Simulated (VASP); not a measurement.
# Ga (C2/c) in VASP: single point with PBEsol

Aim: the single point of Ga with PBEsol.

Program: VASP 6.6.1. These are calculated values, not measurements. Logs are shortened: lines on timing, memory, paths and dates and some standing lists are left out, and cuts for length are marked.

## 1. The cell of the first run

The structure is monoclinic, space group C2/c (No. 15). Conventional cell: a = 3.484 Å, b = 4.396 Å, c = 5.275 Å, α = 90.00°, β = 107.70°, γ = 90.00°. Within 3.9 Å of Ga (site symmetry 2) lie 14 Ga at 2.80 to 3.85 Å.

## 2. Single point, PBEsol

The input, INCAR:

```
PREC = Accurate
ENCUT = 520
EDIFF = 1E-7
ISMEAR = 0
SIGMA = 0.1
LREAL = F
LASPH = T
NELM = 80
ALGO = Fast
ISIF = 2
LWAVE = F
LCHARG = F
GGA = PS
NBANDS = 20
```

The input, KPOINTS:

```
regular mesh
0
Gamma
  20 20 12
```

The input, POSCAR:

```
Ga
1.0
    1.7416049935     -2.1980789533     -0.0235099735
    1.7416049935      2.1980789533     -0.0235099735
   -1.5361468815      0.0000000000      5.0465052679
Ga
2
Direct
    0.8708889489      0.1291110511      0.7500000000
    0.1291110511      0.8708889489      0.2500000000
```

Potentials or basis: VASP PAW PBE potentials, release 64 (Ga_d).

Launch:

```
cat potpaw_PBE.64/Ga_d/POTCAR > POTCAR
mpirun -np 1 vasp_std > vasp.out
```

OUTCAR:

```text
PREC = Accurate
   ENCUT = 520
   EDIFF = 1E-7
   ISMEAR = 0
   LREAL = F
   LASPH = T
   NELM = 80
   ISIF = 2
   GGA = PS

 ion  position               nearest neighbor table
   1  0.871  0.129  0.750-   2 2.87   2 2.87   2 2.89   2 2.89
   2  0.129  0.871  0.250-   1 2.87   1 2.87   1 2.89   1 2.89

  LATTYP: Found a base centered monoclinic cell.
 ALAT       =     3.4835273343
 B/A-ratio  =     1.2619846164
 C/A-ratio  =     1.5143061284
 COS(beta)  =    -0.3040919602

  Lattice vectors:

 A1 = (   1.7416049935,  -2.1980789533,  -0.0235099735)
 A2 = (   1.7416049935,   2.1980789533,  -0.0235099735)
 A3 = (  -1.5361468815,   0.0000000000,   5.0465052679)

Analysis of symmetry for initial positions (statically):
=====================================================================
 Subroutine PRICEL returns:
 Original cell was already a primitive cell.

 Routine SETGRP: Setting up the symmetry group for a
 base centered monoclinic supercell.

 Subroutine GETGRP returns: Found  4 space group operations
 (whereof  2 operations were pure point group operations)
 out of a pool of  4 trial point group operations.

The static configuration has the point symmetry S_2 .
 The point group associated with its full space group is C_2h.

Analysis of symmetry for dynamics (positions and initial velocities):
=====================================================================
 Subroutine PRICEL returns:
 Original cell was already a primitive cell.

 Routine SETGRP: Setting up the symmetry group for a
 base centered monoclinic supercell.

 Subroutine GETGRP returns: Found  4 space group operations
 (whereof  2 operations were pure point group operations)
 out of a pool of  4 trial point group operations.

The dynamic configuration has the point symmetry S_2 .
 The point group associated with its full space group is C_2h.

 Subroutine INISYM returns: Found  4 space group operations
 (whereof  2 operations are pure point group operations),
 and found     1 'primitive' translations

----------------------------------------------------------------------------------------

                                     Primitive cell

  volume of cell :      38.4791

  direct lattice vectors                    reciprocal lattice vectors
     1.741604993 -2.198078953 -0.023509973     0.288276055 -0.227471356  0.087750699
     1.741604993  2.198078953 -0.023509973     0.288276055  0.227471356  0.087750699
    -1.536146881  0.000000000  5.046505268     0.002685963  0.000000000  0.198974534

  length of vectors
     2.804512749  2.804512749  5.275126791     0.377553290  0.377553290  0.198992662

  position of ions in fractional coordinates (direct lattice)
     0.870888949  0.129111051  0.750000000
     0.129111051  0.870888949  0.250000000

  ion indices of the primitive-cell ions
   primitive index   ion index
                 1           1
                 2           2

----------------------------------------------------------------------------------------

 KPOINTS: regular mesh

Automatic generation of k-mesh.
 Grid dimensions read from file:
 generate k-points for:   20   20   12

 Generating k-lattice:

  Cartesian coordinates                     Fractional coordinates (reciprocal lattice)
     0.014413803 -0.011373568  0.004387535     0.050000000 -0.000000000  0.000000000
     0.014413803  0.011373568  0.004387535    -0.000000000  0.050000000  0.000000000
     0.000223830  0.000000000  0.016581211     0.000000000  0.000000000  0.083333333

  Length of vectors
     0.018877664  0.018877664  0.016582722

  Shift w.r.t. Gamma in fractional coordinates (k-lattice)
     0.000000000  0.000000000  0.000000000

 Subroutine IBZKPT returns following result:
 ===========================================

 Found   1272 irreducible k-points:

 Following reciprocal coordinates:
            Coordinates               Weight
  0.000000  0.000000  0.000000      1.000000
  0.050000 -0.000000 -0.000000      4.000000
  0.100000 -0.000000 -0.000000      4.000000
  0.150000 -0.000000  0.000000      4.000000
  0.200000 -0.000000 -0.000000      4.000000
  0.250000 -0.000000  0.000000      4.000000
[... 16 lines left out ...]
 -0.400000  0.050000  0.000000      4.000000
 -0.350000  0.050000  0.000000      4.000000
 [... further k-points ...]
   k-points           NKPTS =   1272   k-points in BZ     NKDIM =   1272   number of bands    NBANDS=     20
   number of dos      NEDOS =    301   number of ions     NIONS =      2
   total plane-waves  NPLWV =  23040
   dimension x,y,z NGX =    24 NGY =   24 NGZ =   40
   dimension x,y,z NGXF=    48 NGYF=   48 NGZF=   80
   ions per type =               2
   NGX,Y,Z   is equivalent  to a cutoff of  14.23, 14.23, 12.61 a.u.
   NGXF,Y,Z  is equivalent  to a cutoff of  28.45, 28.45, 25.21 a.u.
 SYSTEM =  unknown system
   PREC   = accura    normal or accurate (medium, high low for compatibility)
   ISTART =      0    job   : 0-new  1-cont  2-samecut
   ICHARG =      2    charge: 1-file 2-atom 10-const
   ISPIN  =      1    spin polarized calculation?
   LNONCOLLINEAR =      F non collinear calculations
   LSORBIT =      F    spin-orbit coupling
   LASPH  =      T    aspherical Exc in radial PAW
   ENCUT  =  520.0 eV  38.22 Ry    6.18 a.u.   5.21  5.21  9.81*2*pi/ulx,y,z
   NELM   =     80;   NELMIN=  2; NELMDL= -5     # of ELM steps
   EDIFF  = 0.1E-06   stopping-criterion for ELM
   LREAL  =      F    real-space projection
   EDIFFG = 0.1E-05   stopping-criterion for IOM
   NSW    =      0    number of steps for IOM
   IBRION =     -1    ionic relax: 0-MD 1-quasi-New 2-CG
   NFREE  =      0    steps in history (QN), initial steepest desc. (CG)
   ISIF   =      2    stress and relaxation
   ISYM   =      2    0-nonsym 1-usesym 2-fastsym
   POTIM  = 0.5000    time-step for ionic-motion
   TEBEG  =    0.0;   TEEND  =   0.0 temperature during run
   PSTRESS=    0.0 pullay stress
   NELECT =      26.0000    total number of electrons
   NUPDOWN=      -1.0000    fix difference up-down
   EMIN   =  10.00;   EMAX   =-10.00  energy-range for DOS
   EFERMI =   0.00;   METHOD = LEGACY
   ISMEAR =     0;   SIGMA  =   0.10  broadening in eV -4-tet -1-fermi 0-gaus
   EFERMI_NEDOS =   21; number of points for ismear=-14 and -15
   IALGO  =     68    algorithm
   IMIX   =      4    mixing-type and parameters
     AMIX     =   0.40;   BMIX     =  1.00
     AMIX_MAG =   1.60;   BMIX_MAG =  1.00
  volume/ion in A,a.u.               =      19.24       129.84
  Fermi-wavevector in a.u.,A,eV,Ry     =   1.436561  2.714707 28.078453  2.063708
  Thomas-Fermi vector in A             =   2.555736
   LORBIT       =      0    0 simple, 1 ext, 2 COOP (PROOUT), +10 PAW based schemes
   GGA     = PS    functional components
   LHFCALC =     F    Hartree Fock is set to
   AEXX    =    0.0000 exact exchange contribution
   IVDW    =     0    specifies the selected vdW correction
   LEPSILON=     F    determine dielectric tensor
   LRPA    =     F    only Hartree local field effects (RPA)
 non-spin polarized calculation
 RMM-DIIS sequential band-by-band and
 Gauss-broadening in eV      SIGMA  =   0.10
  energy-cutoff  :      520.00
  volume of cell :       38.48
 maximum number of plane-waves:      1062
 NGX is ok and might be reduce to    24
   NGX = 11   NGY = 11   NGZ = 19

 number of electron      26.0000001 magnetization

 Free energy of the ion-electron system (eV)
  ---------------------------------------------------
  ext. energy  EPLUGINS =         0.00000000
  ---------------------------------------------------
  free energy    TOTEN  =        -6.64995934 eV

  energy without entropy =       -6.64658270  energy(sigma->0) =       -6.64827102

 E-fermi :   5.1610     XC(G=0): -11.0192

 val. band max:        5.1570949887   @ k =   0.4000   0.3500   0.4167
 cond. band min:       5.1623385222   @ k =   0.5000   0.4000   0.0000
 fundamental gap:      0.0052435334
 Fermi energy:         5.1609860884

 k-point     1 :       0.0000    0.0000    0.0000
  band No.  band energies     occupation
      1      -9.8445      2.00000
      2      -9.8412      2.00000
      3      -9.7718      2.00000
      4      -9.7512      2.00000
      5      -9.5740      2.00000
      6      -9.5666      2.00000
[... 12 lines left out ...]
     19      17.7675      0.00000
     20      18.2955      0.00000

 k-point     2 :       0.0500   -0.0000   -0.0000
  band No.  band energies     occupation
      1      -9.8403      2.00000
      2      -9.8373      2.00000
      3      -9.7690      2.00000
      4      -9.7473      2.00000
      5      -9.5758      2.00000
      6      -9.5697      2.00000
[... 12 lines left out ...]
     19      18.2425      0.00000
     20      18.5735      0.00000

 k-point     3 :       0.1000   -0.0000   -0.0000
  band No.  band energies     occupation
      1      -9.8318      2.00000
      2      -9.8256      2.00000
      3      -9.7608      2.00000
      4      -9.7339      2.00000
      5      -9.5835      2.00000
      6      -9.5753      2.00000
[... 12 lines left out ...]
     19      18.5969      0.00000
     20      19.0261      0.00000

 k-point     4 :       0.1500   -0.0000    0.0000
  band No.  band energies     occupation
      1      -9.8265      2.00000
      2      -9.8082      2.00000
      3      -9.7492      2.00000
      4      -9.7094      2.00000
      5      -9.5965      2.00000
      6      -9.5797      2.00000
[... 12 lines left out ...]
     19      18.9521      0.00000
     20      19.5614      0.00000

 k-point     5 :       0.2000   -0.0000   -0.0000
  band No.  band energies     occupation
      1      -9.8251      2.00000
      2      -9.7918      2.00000
      3      -9.7352      2.00000
      4      -9.6861      2.00000
      5      -9.6021      2.00000
      6      -9.5832      2.00000
[... 12 lines left out ...]
     19      19.1761      0.00000
     20      19.7567      0.00000

 k-point     6 :       0.2500   -0.0000    0.0000
  band No.  band energies     occupation
      1      -9.8270      2.00000
      2      -9.7809      2.00000
      3      -9.7217      2.00000
      4      -9.6894      2.00000
      5      -9.5889      2.00000
      6      -9.5793      2.00000
[... 12 lines left out ...]
     19      18.1578      0.00000
     20      19.7188      0.00000

 k-point     7 :       0.3000   -0.0000    0.0000
  band No.  band energies     occupation
      1      -9.8316      2.00000
      2      -9.7758      2.00000
      3      -9.7185      2.00000
      4      -9.7051      2.00000
      5      -9.5890      2.00000
      6      -9.5719      2.00000
[... 12 lines left out ...]
     19      17.5232      0.00000
     20      19.3769      0.00000
[... 277 lines left out ...]
 k-point    20 :       0.4500    0.0500    0.0000
  band No.  band energies     occupation
      1      -9.8459      2.00000
      2      -9.7724      2.00000
      3      -9.7621      2.00000
      4      -9.7112      2.00000
      5      -9.5983      2.00000
      6      -9.5637      2.00000
[... 12 lines left out ...]
     19      17.3506      0.00000
     20      19.1350      0.00000

 k-point    21 :       0.5000    0.0500    0.0000
  band No.  band energies     occupation
      1      -9.8462      2.00000
      2      -9.7743      2.00000
      3      -9.7627      2.00000
      4      -9.7120      2.00000
      5      -9.5988      2.00000
      6      -9.5672      2.00000
[... 12 lines left out ...]
     19      17.4800      0.00000
     20      18.9047      0.00000

 k-point    22 :      -0.4500    0.0500    0.0000
  band No.  band energies     occupation
      1      -9.8421      2.00000
      2      -9.7732      2.00000
      3      -9.7581      2.00000
      4      -9.7106      2.00000
      5      -9.5986      2.00000
      6      -9.5713      2.00000
[... 12 lines left out ...]
     19      17.5784      0.00000
     20      18.8528      0.00000

 k-point    23 :      -0.4000    0.0500    0.0000
  band No.  band energies     occupation
      1      -9.8344      2.00000
      2      -9.7705      2.00000
      3      -9.7474      2.00000
      4      -9.7072      2.00000
      5      -9.5975      2.00000
      6      -9.5747      2.00000
[... 12 lines left out ...]
     19      17.6185      0.00000
     20      18.8982      0.00000

 k-point    24 :      -0.3500    0.0500    0.0000
  band No.  band energies     occupation
      1      -9.8255      2.00000
      2      -9.7685      2.00000
      3      -9.7313      2.00000
      4      -9.7031      2.00000
      5      -9.5956      2.00000
      6      -9.5768      2.00000
[... 12 lines left out ...]
     19      17.6608      0.00000
     20      18.9161      0.00000

 [... further k-points ...]

------------------------ aborting loop because EDIFF is reached ----------------------------------------

  FORCE on cell =-STRESS in cart. coord.  units (eV):
  Direction    XX          YY          ZZ          XY          YZ          ZX
  --------------------------------------------------------------------------------------
  -------------------------------------------------------------------------------------
  Total       -0.7513862     -0.8294716     -0.8021955      0.0000000      0.0000000     -0.0011745
  in kB      -31.2858767    -34.5371631    -33.4014546      0.0000000      0.0000000     -0.0489023
  external PRESSURE =     -33.0748315 kB  Pullay stress =       0.0000000 kB

 VOLUME and BASIS-vectors are now :
 -----------------------------------------------------------------------------
  energy-cutoff  :      520.00
  volume of cell :       38.48
      direct lattice vectors                 reciprocal lattice vectors
     1.741604993 -2.198078953 -0.023509973     0.288276055 -0.227471356  0.087750699
     1.741604993  2.198078953 -0.023509973     0.288276055  0.227471356  0.087750699
    -1.536146881  0.000000000  5.046505268     0.002685963  0.000000000  0.198974534

 POSITION                                       TOTAL-FORCE (eV/Angst)
 -----------------------------------------------------------------------------------
      0.58949     -1.63049      3.76137        -0.000000     -0.002608     -0.000000
      1.35757      1.63049      1.23812         0.000000      0.002608      0.000000
 -----------------------------------------------------------------------------------
    total drift:                               -0.000000     -0.000000      0.000000

  FREE ENERGIE OF THE ION-ELECTRON SYSTEM (eV)
  ---------------------------------------------------
  free  energy   TOTEN  =        -6.6499593429 eV

  energy  without entropy=       -6.6465826988  energy(sigma->0) =       -6.64827102
```

Run time: 21 min. Hardware: 1 thread of Intel Xeon Platinum 8175M at 2.50GHz (Skylake/Cascade Lake), shared host; peak memory 0.8 GiB.

What came out:

* Free energy: -6.6500 eV
* Pressure: -3.3 GPa
* Band gap on the k mesh: zero (bands 13 and 14 overlap by 6.30 eV)

Forces in eV/Å, atoms in the order of the input:
```
Ga   0.000 -0.003  0.000
Ga   0.000  0.003  0.000
```

Stress tensor (GPa, compression positive):
```
-3.13  0.00  0.00
 0.00 -3.45  0.00
 0.00  0.00 -3.34
```

Levels at points of the mesh, in eV from the Fermi level:
```tsv
k point	band 9	band 10	band 11	band 12	band 13	band 14	band 15	band 16	band 17	band 18
(0.00, 0.00, 0.00)	-14.65	-14.63	-10.93	-5.34	-4.07	9.36	9.44	10.09	10.39	10.93
(0.50, 0.00, 0.00)	-14.63	-14.57	-6.06	-4.83	-2.12	-1.92	2.74	5.10	9.26	11.24
(0.50, 0.50, 0.00)	-14.53	-14.53	-3.08	-3.04	1.68	1.83	1.89	2.01	4.45	4.65
(0.00, 0.00, 0.50)	-14.61	-14.61	-9.41	-9.41	2.94	2.94	8.24	8.24	11.81	11.81
(0.50, 0.00, 0.50)	-14.63	-14.56	-5.95	-4.76	-2.41	-2.23	3.24	5.69	9.43	10.98
(0.50, 0.50, 0.50)	-14.53	-14.53	-1.86	-1.86	-1.45	-1.45	2.31	2.31	7.30	7.30
```

Caveat: the cell stands under tension; the PAW data sets were made with another functional, which shifts forces and pressure a little.
